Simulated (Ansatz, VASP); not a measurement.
# One calculation of KMgF3, two programs

INCAR

```
SYSTEM = KMgF3
PREC = Accurate
ENCUT = 520
EDIFF = 1E-7
ISMEAR = 0
SIGMA = 0.05
LREAL = .FALSE.
LASPH = .TRUE.
NELM = 100
ALGO = Normal
ISIF = 2
LWAVE = .FALSE.
LCHARG = .FALSE.
GGA = PS
NBANDS = 24
```

File KPOINTS:

```
Automatic mesh
0
G
  6 6 6
  0 0 0
```

Contents of POSCAR:

```
KMgF3
1.0
    4.1453360000      0.0000000000      0.0000000000
    0.0000000000      4.1453360000      0.0000000000
    0.0000000000      0.0000000000      4.3047720000
K Mg F
1 1 3
Direct
    0.5000000000      0.5000000000      0.5000000000
    0.0000000000      0.0000000000      0.0000000000
    0.5000000000      0.0000000000      0.0000000000
    0.0000000000      0.5000000000      0.0000000000
    0.0000000000      0.0000000000      0.5000000000
```

Input for Ansatz:

```yaml
crystal:
  lattice:
    - [4.145336, 0.0, 0.0]
    - [0.0, 4.145336, 0.0]
    - [0.0, 0.0, 4.304772]
  atoms:
    - { symbol: K, position: [0.5, 0.5, 0.5] }
    - { symbol: Mg, position: [0.0, 0.0, 0.0] }
    - { symbol: F, position: [0.5, 0.0, 0.0] }
    - { symbol: F, position: [0.0, 0.5, 0.0] }
    - { symbol: F, position: [0.0, 0.0, 0.5] }
basis:
  ecutwfc: 420
kpoints:
  mp_grid: { grid: [6, 6, 6] }
hamiltonian:
  xc: pbesol
scf:
  occupations: { method: gaussian, width: 0.05 }
output:
  forces: true
  stress: true
  eigenvalues: true
```

Change from the starting cell: strain +0.040 along x and y, +0.080 along z, atoms carried along.

Alike in both runs: task single point; functional PBEsol; k mesh 6 × 6 × 6; occupations gaussian, width 0.05 eV; no spin polarisation.

|  | VASP | Ansatz |
| --- | --- | --- |
| version | VASP 6.6.1 | Ansatz 0.2.0 |
| potentials or method | VASP PAW PBE potentials, release 64 (K_sv, Mg, F), cutoff 520 eV | scalar-relativistic, plane waves, PAW |
| valence electrons in the cell | 32 | 40 |

```tsv
	VASP	Ansatz	Ansatz less VASP
gap on the k mesh at the Fermi level (eV)	6.07	6.10	+0.025
least direct gap on the mesh (eV)	6.38	6.40	+0.024
pressure (GPa)	-8.1	-7.7	+0.40
traceless stress, the component that is largest in VASP (GPa)	-1.04	-1.06	-0.016
```

VASP's potentials were made for PBE, not for PBEsol. With one functional, cell and mesh, what is left measures potentials, basis and numerics. VASP's potentials hold 32 valence electrons a cell and Ansatz's 40, so a difference there can come from the potentials and not from the codes.
